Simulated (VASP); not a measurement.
# Si (Fm-3m) in VASP: a series of runs

Runs on Si. Level: LDA. Tasks: single point, relaxation of cell and atoms.

Program: VASP 6.6.1. These are calculated values, not measurements. Logs are shortened: lines on timing, memory, paths and dates and some standing lists are left out, and cuts for length are marked.

## (1) The cell of the first run

Symmetry: Fm-3m, No. 225, cubic system. The conventional cell has a = 3.962 Å, b = 3.962 Å, c = 3.962 Å, α = 90.00°, β = 90.00°, γ = 90.00°. Si (site symmetry m-3m) has 12 Si at 2.80 Å within 3.7 Å.

## (2) Single point, LDA (volume scaled by 1.12)

The input, INCAR:

```
SYSTEM = Si
ALGO = Normal
EDIFF = 1E-6
ENCUT = 520
ISIF = 2
ISMEAR = -1
LASPH = .True.
LCHARG = .True.
LELF = .True.
LREAL = .False.
LVHAR = .True.
LWAVE = .False.
NBANDS = 8
NELM = 100
PREC = Accurate
SIGMA = 0.1
```

The input, KPOINTS:

```
k-points
0
Gamma
  16 16 16
  0 0 0
```

The input, POSCAR:

```
Si
1.0
    0.0000000000      1.9808649169      1.9808649169
    1.9808649169      0.0000000000      1.9808649169
    1.9808649169      1.9808649169      0.0000000000
Si
1
Direct
    0.0000000000      0.0000000000      0.0000000000
```

Potentials or basis: VASP PAW LDA potentials, release 64 (Si).

Run with:

```sh
> cat potpaw_LDA.64/Si/POTCAR > POTCAR
> mpirun -np 1 vasp_std > vasp.out
```

OUTCAR:

```text
SYSTEM = Si
   EDIFF = 1E-6
   ENCUT = 520
   ISIF = 2
   ISMEAR = -1
   LASPH = .True.
   LREAL = .False.
   NELM = 100
   PREC = Accurate

 ion  position               nearest neighbor table
   1  0.000  0.000  0.000-

  LATTYP: Found a face centered cubic cell.
 ALAT       =     3.9617298338

  Lattice vectors:

 A1 = (   0.0000000000,   1.9808649169,   1.9808649169)
 A2 = (   1.9808649169,   0.0000000000,   1.9808649169)
 A3 = (   1.9808649169,   1.9808649169,   0.0000000000)

Analysis of symmetry for initial positions (statically):
=====================================================================
 Subroutine PRICEL returns:
 Original cell was already a primitive cell.

 Routine SETGRP: Setting up the symmetry group for a
 face centered cubic supercell.

 Subroutine GETGRP returns: Found 48 space group operations
[... 9 lines left out ...]

 Routine SETGRP: Setting up the symmetry group for a
 face centered cubic supercell.

 Subroutine GETGRP returns: Found 48 space group operations
[... 11 lines left out ...]
                                     Primitive cell

  volume of cell :      15.5451

  direct lattice vectors                    reciprocal lattice vectors
     0.000000000  1.980864917  1.980864917    -0.252414991  0.252414991  0.252414991
     1.980864917  0.000000000  1.980864917     0.252414991 -0.252414991  0.252414991
     1.980864917  1.980864917  0.000000000     0.252414991  0.252414991 -0.252414991

  length of vectors
     2.801366031  2.801366031  2.801366031     0.437195589  0.437195589  0.437195589

  position of ions in fractional coordinates (direct lattice)
     0.000000000  0.000000000  0.000000000

  ion indices of the primitive-cell ions
   primitive index   ion index
                 1           1

----------------------------------------------------------------------------------------

 KPOINTS: k-points

Automatic generation of k-mesh.
 Grid dimensions read from file:
 generate k-points for:   16   16   16

 Generating k-lattice:

  Cartesian coordinates                     Fractional coordinates (reciprocal lattice)
    -0.015775937  0.015775937  0.015775937     0.062500000  0.000000000  0.000000000
     0.015775937 -0.015775937  0.015775937     0.000000000  0.062500000  0.000000000
     0.015775937  0.015775937 -0.015775937     0.000000000  0.000000000  0.062500000

  Length of vectors
     0.027324724  0.027324724  0.027324724

  Shift w.r.t. Gamma in fractional coordinates (k-lattice)
     0.000000000  0.000000000  0.000000000

 Subroutine IBZKPT returns following result:
 ===========================================

 Found    145 irreducible k-points:

 Following reciprocal coordinates:
            Coordinates               Weight
  0.000000  0.000000  0.000000      1.000000
  0.062500  0.000000  0.000000      8.000000
  0.125000  0.000000  0.000000      8.000000
  0.187500  0.000000  0.000000      8.000000
  0.250000  0.000000  0.000000      8.000000
  0.312500  0.000000  0.000000      8.000000
[... 16 lines left out ...]
 -0.125000  0.062500  0.000000     24.000000
 -0.062500  0.062500  0.000000     12.000000
 [... further k-points ...]
   k-points           NKPTS =    145   k-points in BZ     NKDIM =    145   number of bands    NBANDS=      8
   number of dos      NEDOS =    301   number of ions     NIONS =      1
   total plane-waves  NPLWV =  13824
   dimension x,y,z NGX =    24 NGY =   24 NGZ =   24
   dimension x,y,z NGXF=    48 NGYF=   48 NGZF=   48
   ions per type =               1
   NGX,Y,Z   is equivalent  to a cutoff of  14.24, 14.24, 14.24 a.u.
   NGXF,Y,Z  is equivalent  to a cutoff of  28.49, 28.49, 28.49 a.u.
 SYSTEM =  Si
   PREC   = accura    normal or accurate (medium, high low for compatibility)
   ISTART =      0    job   : 0-new  1-cont  2-samecut
   ICHARG =      2    charge: 1-file 2-atom 10-const
   ISPIN  =      1    spin polarized calculation?
   LNONCOLLINEAR =      F non collinear calculations
   LSORBIT =      F    spin-orbit coupling
   LASPH  =      T    aspherical Exc in radial PAW
   ENCUT  =  520.0 eV  38.22 Ry    6.18 a.u.   5.21  5.21  5.21*2*pi/ulx,y,z
   NELM   =    100;   NELMIN=  2; NELMDL= -5     # of ELM steps
   EDIFF  = 0.1E-05   stopping-criterion for ELM
   LREAL  =      F    real-space projection
   EDIFFG = 0.1E-04   stopping-criterion for IOM
   NSW    =      0    number of steps for IOM
   IBRION =     -1    ionic relax: 0-MD 1-quasi-New 2-CG
   NFREE  =      0    steps in history (QN), initial steepest desc. (CG)
   ISIF   =      2    stress and relaxation
   ISYM   =      2    0-nonsym 1-usesym 2-fastsym
   POTIM  = 0.5000    time-step for ionic-motion
   TEBEG  =    0.0;   TEEND  =   0.0 temperature during run
   PSTRESS=    0.0 pullay stress
   NELECT =       4.0000    total number of electrons
   NUPDOWN=      -1.0000    fix difference up-down
   EMIN   =  10.00;   EMAX   =-10.00  energy-range for DOS
   EFERMI =   0.00;   METHOD = LEGACY
   ISMEAR =    -1;   SIGMA  =   0.10  broadening in eV -4-tet -1-fermi 0-gaus
   EFERMI_NEDOS =   21; number of points for ismear=-14 and -15
   IALGO  =     38    algorithm
   IMIX   =      4    mixing-type and parameters
     AMIX     =   0.40;   BMIX     =  1.00
     AMIX_MAG =   1.60;   BMIX_MAG =  1.00
  volume/ion in A,a.u.               =      15.55       104.90
  Fermi-wavevector in a.u.,A,eV,Ry     =   1.041270  1.967715 14.752021  1.084243
  Thomas-Fermi vector in A             =   2.175883
   LORBIT       =      0    0 simple, 1 ext, 2 COOP (PROOUT), +10 PAW based schemes
   GGA     = CA    functional components
   LHFCALC =     F    Hartree Fock is set to
   AEXX    =    0.0000 exact exchange contribution
   IVDW    =     0    specifies the selected vdW correction
   LEPSILON=     F    determine dielectric tensor
   LRPA    =     F    only Hartree local field effects (RPA)
 non-spin polarized calculation
  energy-cutoff  :      520.00
  volume of cell :       15.55
 maximum number of plane-waves:       444
 NGX is ok and might be reduce to    24
   NGX = 11   NGY = 11   NGZ = 11

 number of electron       4.0000000 magnetization

 Free energy of the ion-electron system (eV)
  ---------------------------------------------------
  ext. energy  EPLUGINS =         0.00000000
  ---------------------------------------------------
  free energy    TOTEN  =        -5.46978580 eV

  energy without entropy =       -5.45166532  energy(sigma->0) =       -5.46072556

 E-fermi :   9.2186     XC(G=0): -10.9782

 val. band max:        9.2062463565   @ k =   0.4375   0.3125   0.0000
 cond. band min:       9.2228626091   @ k =  -0.4375   0.4375   0.1250
 fundamental gap:      0.0166162526
 Fermi energy:         9.2185846513

 k-point     1 :       0.0000    0.0000    0.0000
  band No.  band energies     occupation
      1      -4.5515      2.00000
      2      19.3312      0.00000
      3      19.3312      0.00000
      4      19.3312      0.00000
      5      20.8462      0.00000
      6      20.8462      0.00000
      7      20.8462      0.00000
      8      26.1684      0.00000

 k-point     2 :       0.0625    0.0000    0.0000
  band No.  band energies     occupation
      1      -4.4436      2.00000
      2      17.7788      0.00000
      3      18.9299      0.00000
      4      18.9299      0.00000
      5      21.3728      0.00000
      6      21.3728      0.00000
      7      21.5041      0.00000
      8      26.7045      0.00000

 k-point     3 :       0.1250    0.0000    0.0000
  band No.  band energies     occupation
      1      -4.1202      2.00000
      2      15.3579      0.00000
      3      18.3081      0.00000
      4      18.3081      0.00000
      5      21.7839      0.00000
      6      22.2709      0.00000
      7      22.2709      0.00000
      8      25.8237      0.00000

 k-point     4 :       0.1875    0.0000    0.0000
  band No.  band energies     occupation
      1      -3.5825      2.00000
      2      12.8607      0.00000
      3      17.7808      0.00000
      4      17.7808      0.00000
      5      21.7353      0.00000
      6      22.6813      0.00000
      7      22.6813      0.00000
      8      25.5590      0.00000

 k-point     5 :       0.2500    0.0000    0.0000
  band No.  band energies     occupation
      1      -2.8326      2.00000
      2      10.4396      0.00001
      3      17.3962      0.00000
      4      17.3962      0.00000
      5      21.6253      0.00000
      6      22.1052      0.00000
      7      22.1052      0.00000
      8      26.5493      0.00000

 k-point     6 :       0.3125    0.0000    0.0000
  band No.  band energies     occupation
      1      -1.8741      2.00000
      2       8.1531      1.99995
      3      17.1556      0.00000
      4      17.1556      0.00000
      5      21.2576      0.00000
      6      21.2576      0.00000
      7      21.5595      0.00000
      8      26.3622      0.00000

 k-point     7 :       0.3750    0.0000    0.0000
  band No.  band energies     occupation
      1      -0.7133      2.00000
      2       6.0323      2.00000
      3      17.0396      0.00000
      4      17.0396      0.00000
      5      20.5197      0.00000
      6      20.5197      0.00000
      7      21.5655      0.00000
      8      25.5000      0.00000
[... 133 lines left out ...]
 k-point    20 :      -0.3125    0.0625    0.0000
  band No.  band energies     occupation
      1      -1.4146      2.00000
      2       7.5148      2.00000
      3      15.4987      0.00000
      4      17.6624      0.00000
      5      20.6323      0.00000
      6      21.2294      0.00000
      7      22.1650      0.00000
      8      26.9102      0.00000

 k-point    21 :      -0.2500    0.0625    0.0000
  band No.  band energies     occupation
      1      -2.4411      2.00000
      2       9.7460      0.01019
      3      15.6251      0.00000
      4      18.1130      0.00000
      5      21.2337      0.00000
      6      22.1451      0.00000
      7      22.2062      0.00000
      8      25.8459      0.00000

 k-point    22 :      -0.1875    0.0625    0.0000
  band No.  band energies     occupation
      1      -3.2605      2.00000
      2      12.1213      0.00000
      3      15.9254      0.00000
      4      18.5865      0.00000
      5      21.8623      0.00000
      6      22.2005      0.00000
      7      23.0910      0.00000
      8      24.5746      0.00000

 k-point    23 :      -0.1250    0.0625    0.0000
  band No.  band energies     occupation
      1      -3.8690      2.00000
      2      14.5906      0.00000
      3      16.3984      0.00000
      4      19.0814      0.00000
      5      21.7143      0.00000
      6      22.1390      0.00000
      7      23.3371      0.00000
      8      24.5431      0.00000

 k-point    24 :      -0.0625    0.0625    0.0000
  band No.  band energies     occupation
      1      -4.2638      2.00000
      2      17.0061      0.00000
      3      17.0542      0.00000
      4      19.3797      0.00000
      5      21.1237      0.00000
      6      21.7984      0.00000
      7      22.6526      0.00000
      8      25.5671      0.00000

 [... further k-points ...]
[... 5 lines left out ...]
  --------------------------------------------------------------------------------------
  -------------------------------------------------------------------------------------
  Total       -0.7767698     -0.7767698     -0.7767698      0.0000000      0.0000000     -0.0000000
  in kB      -80.0586683    -80.0586683    -80.0586683      0.0000000      0.0000000     -0.0000000
  external PRESSURE =     -80.0586683 kB  Pullay stress =       0.0000000 kB

 VOLUME and BASIS-vectors are now :
 -----------------------------------------------------------------------------
  energy-cutoff  :      520.00
  volume of cell :       15.55
      direct lattice vectors                 reciprocal lattice vectors
     0.000000000  1.980864917  1.980864917    -0.252414991  0.252414991  0.252414991
     1.980864917  0.000000000  1.980864917     0.252414991 -0.252414991  0.252414991
     1.980864917  1.980864917  0.000000000     0.252414991  0.252414991 -0.252414991

 POSITION                                       TOTAL-FORCE (eV/Angst)
 -----------------------------------------------------------------------------------
      0.00000      0.00000      0.00000         0.000000      0.000000      0.000000
 -----------------------------------------------------------------------------------
    total drift:                                0.000000      0.000000      0.000000

  FREE ENERGIE OF THE ION-ELECTRON SYSTEM (eV)
  ---------------------------------------------------
  free  energy   TOTEN  =        -5.4697858030 eV

  energy  without entropy=       -5.4516653209  energy(sigma->0) =       -5.46072556
```

Run time: 9.2 s. Hardware: 1 thread of AMD EPYC 9R45 (Zen 5), shared host; peak memory 0.1 GiB.

Results:

```
Free energy            : -5.4698 eV
Pressure               : -8.0 GPa
Band gap on the k mesh : zero (band 2 reaches 19.33 eV, above the bottom of band 3 at 6.37 eV)
```

Levels at points of the mesh, in eV from the Fermi level:
```csv
k point,band 1,band 2,band 3,band 4,band 5,band 6,band 7
"(0.00, 0.00, 0.00)",-13.77,10.11,10.11,10.11,11.63,11.63,11.63
"(0.50, 0.00, 0.00)",-7.42,-6.47,7.79,7.79,10.62,10.62,12.43
"(0.50, 0.50, 0.00)",-4.99,-4.53,2.94,2.94,4.56,6.36,23.35
```

Caveat: the cell differs from its parent crystal (volume scaled by 1.12).

## (3) Relaxation of cell and atoms, LDA

This run uses another cell than the first one, of 15.02 Å³/atom, 0.966 times its volume.

The input, INCAR:

```
  PREC = Accurate
  ENCUT = 600
  EDIFF = 1E-6
  ISMEAR = -1
  SIGMA = 0.1
  LREAL = F
  LASPH = T
  NELM = 60
  ALGO = Normal
  ISIF = 3
  LWAVE = F
  LCHARG = F
  IBRION = 2
  NSW = 80
  EDIFFG = -0.01
```

The input, KPOINTS:

```
Automatic mesh
0
Gamma
  14 14 14
```

The input, POSCAR:

```
Si
1.0
    0.0000000000      1.9581061854      1.9581061854
    1.9581061854      0.0000000000      1.9581061854
    1.9581061854      1.9581061854      0.0000000000
Si
1
Direct
    0.0000000000      0.0000000000      0.0000000000
```

Potentials or basis: VASP PAW LDA potentials, release 64 (Si).

Run with:

```sh
> cat potpaw_LDA.64/Si/POTCAR > POTCAR
> mpirun -np 1 vasp_std > vasp.out
```

It took 9.3 s on 1 thread of AMD EPYC 9R45 (Zen 5), shared host; peak memory 0.1 GiB.

The run converged. Its results:

- Free energy: -5.5132 eV
- Relaxed volume: 13.88 Å³/atom
- Relaxed cell: a = 2.698 Å, b = 2.698 Å, c = 2.698 Å, α = 60.00°, β = 60.00°, γ = 60.00°
- Space group after relaxing (to 0.05 Å): Fm-3m (No. 225)
- Energy gained by relaxing: 22.5 meV/atom
- Ionic steps: 3
- Pressure after relaxing: 0.0 GPa
- Band gap on the k mesh: zero (band 2 reaches 22.15 eV, above the bottom of band 3 at 7.79 eV)

Step by step:
```
step  energy change (eV)  largest force (eV/Å)  pressure (GPa)  volume (Å³)
   1              0.0000                0.0000           -5.98        15.02
   2             -0.0225                0.0000            0.36        13.83
   3             -0.0225                0.0000            0.01        13.88
```

Final structure:
```
CELL_PARAMETERS angstrom
0.00000 1.90766 1.90766
1.90766 0.00000 1.90766
1.90766 1.90766 0.00000
ATOMIC_POSITIONS crystal
Si 0.00000 0.00000 0.00000
```

Levels at points of the mesh, in eV from the Fermi level:
```csv
k point,band 1,band 2,band 3,band 4,band 5,band 6
"(0.00, 0.00, 0.00)",-14.80,11.44,11.44,11.44,12.05,12.05
"(0.50, 0.00, 0.00)",-7.73,-7.19,8.79,8.79,10.95,10.95
"(0.50, 0.50, 0.00)",-5.53,-4.56,3.26,3.26,4.37,7.00
```

## (4) Single point, LDA

This run uses another cell than the first one, of 13.88 Å³/atom, 0.893 times its volume.

The input, INCAR:

```
ALGO = Normal
EDIFF = 1E-6
ENCUT = 520
GGA = CA
ISIF = 2
ISMEAR = -1
LASPH = T
LCHARG = F
LREAL = F
LWAVE = F
NBANDS = 8
NELM = 100
PREC = Accurate
SIGMA = 0.1
```

The input, KPOINTS:

```
k-points
0
Gamma
  23 23 23
```

The input, POSCAR:

```
Si
1.0
    0.0000000000      1.9074310707      1.9074310707
    1.9074310707      0.0000000000      1.9074310707
    1.9074310707      1.9074310707      0.0000000000
Si
1
Direct
    0.0000000000      0.0000000000      0.0000000000
```

Run with:

```sh
> cat potpaw_LDA.64/Si/POTCAR > POTCAR
> mpirun -np 1 vasp_std > vasp.out
```

Wall time 14 s (1 thread of AMD EPYC 9R45 (Zen 5), shared host); peak memory 0.11 GiB.

It converged, with:

```
Free energy            : -5.5163 eV
Pressure               : 0.3 GPa
Band gap on the k mesh : zero (band 2 reaches 22.16 eV, above the bottom of band 3 at 7.61 eV)
```

Levels at points of the mesh, in eV from the Fermi level:
```tsv
k point	band 1	band 2	band 3	band 4	band 5	band 6
(0.00, 0.00, 0.00)	-14.81	11.44	11.44	11.44	12.05	12.05
```

## (5) Overview

```tsv
task	cell	k mesh	cutoff (eV)	gap on the mesh (eV)	pressure (GPa)
single point	a = 2.801 Å, angles 60.0°, 1 atom	16 × 16 × 16	520	none	-8.0
relaxation of cell and atoms	relaxed from a = 2.769 Å, angles 60.0°, 1 atom	14 × 14 × 14	600	none	0.0
single point	a = 2.698 Å, angles 60.0°, 1 atom	23 × 23 × 23	520	none	0.3
```

Alike in all rows: level LDA; potentials or basis VASP PAW LDA potentials, release 64 (Si); no spin polarisation; smearing fermi-dirac 0.1 eV.

Total energies depend on the potentials used, so only differences within one code and one set of settings carry meaning.
